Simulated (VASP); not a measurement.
Runs of VASP 6.6.1 on Ca3H. The structure is that of space group Pm-3m (No. 221), or close to it. The cells are those of the table. The cell was built from a structure type or drawn by symmetry, and may not be a known phase.

```tsv
task	cell	k mesh	cutoff (eV)	gap on the mesh (eV)	pressure (GPa)	relaxed volume (Å³/atom)
single point	a = 4.205 Å, 4 atoms	4 × 4 × 4	520	none	22.2	-
single point	a = 5.157 Å, 4 atoms	10 × 10 × 10	520	none	0.0	-
relaxation of cell and atoms	relaxed from a = 5.118 Å, 4 atoms	10 × 10 × 10	600	none	0.0	34.32
relaxation of cell and atoms	relaxed from a = 4.205 Å, 4 atoms	4 × 4 × 4	600	none	0.0	(a)
```

Alike in all rows: level PBE; potentials or basis VASP PAW PBE potentials, release 64 (Ca_sv, H); no spin polarisation; smearing gaussian 0.1 eV.

Q: Estimate the missing entries.

A: (a) 34.10.

Caveats: some runs use coarse meshes; the volume moved by over 15 % at a fixed basis, so the end points are rough (at least some runs).

A gap of «none» marks levels without a gap at the run's occupations.
